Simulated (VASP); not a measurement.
Sn: single point with r2SCAN

Sn:

```
Sn
1.0
    -1.95149    1.95149    1.86623
     1.95149   -1.95149    1.86623
     1.95149    1.95149   -1.86623
Sn
1
Direct
  0.00000 0.00000 0.00000
```

This cell differs from its parent crystal: strain +0.030 along x and y, -0.015 along z.

```
Program             : VASP 6.6.1
Task                : single point
Functional          : r2SCAN
Potentials or basis : VASP PAW PBE potentials, release 64 (Sn_d)
Cutoff              : 520 eV
k mesh              : 18 × 18 × 18
Occupations         : gaussian, width 0.15 eV
Spin                : no spin polarisation
```

| Property | Result |
| --- | --- |
| Pressure | -2.4 GPa |
| Band gap on the k mesh | zero (bands 7 and 8 overlap by 10.29 eV) |

Stress tensor (GPa, compression positive):
```
-2.07  0.00  0.00
 0.00 -2.07  0.00
 0.00  0.00 -3.05
```

Levels at points of the mesh, in eV from the Fermi level:
```
           k point  band 5  band 6  band 7  band 8  band 9  band 10
(0.00, 0.00, 0.00)  -22.10  -11.32    7.87    7.87    8.21    12.29
(0.50, 0.00, 0.00)  -22.03   -6.50   -4.41    3.41    5.41     8.12
(0.50, 0.50, 0.00)  -22.03   -6.81   -4.52    3.99    6.19     8.75
(0.50, 0.50, 0.50)  -22.04   -2.66   -0.83   -0.83    0.06     4.05
```

It took 4.6 min on 1 thread of Intel(R) Xeon(R) 6975P-C (Granite Rapids), on a shared host, peak memory 0.29 GiB.

Caveat: the cell differs from its parent crystal (strain +0.030 along x and y, -0.015 along z); the PAW data sets were made with another functional, which shifts forces and pressure a little; spin-orbit coupling is left out, which moves the levels of the heavy elements.
